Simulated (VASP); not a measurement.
A run of VASP 6.6.1:

File INCAR:

```
ALGO = Normal ; EDIFF = 1E-7
ENCUT = 520 ; GGA = PE
ISIF = 2 ; ISMEAR = -1
LASPH = T ; LCHARG = T
LELF = T ; LREAL = F
LVHAR = T ; LWAVE = F
NBANDS = 26 ; NELM = 100
PREC = Accurate ; SIGMA = 0.02
```

The input KPOINTS:

```
k-points
0
Gamma
  5 5 6
```

Contents of POSCAR:

```
CuI
1.0
    3.6827131944     -3.6609304058      0.0000000000
    3.6827131944      3.6609304058      0.0000000000
    0.0000000000      0.0000000000      4.2487878631
Cu I
2 2
Direct
    0.4204388300      0.5795611700      0.7500000000
    0.5795611700      0.4204388300      0.2500000000
    0.7700426800      0.2299573200      0.7500000000
    0.2299573200      0.7700426800      0.2500000000
```

Potentials or basis: VASP PAW PBE potentials, release 64 (Cu, I).

The run is started by

```bash
$ cat potpaw_PBE.64/Cu/POTCAR potpaw_PBE.64/I/POTCAR > POTCAR
$ mpirun -np 1 vasp_std > vasp.out
```

Hardware: 1 thread of Oxide Virtual Turin-like Processor (shared host).

Estimate the wall time of this run.

It took 2.1 min on 1 thread of Oxide Virtual Turin-like Processor (shared host), peak memory 0.23 GiB. Counts: scf iterations 16, k points 36.
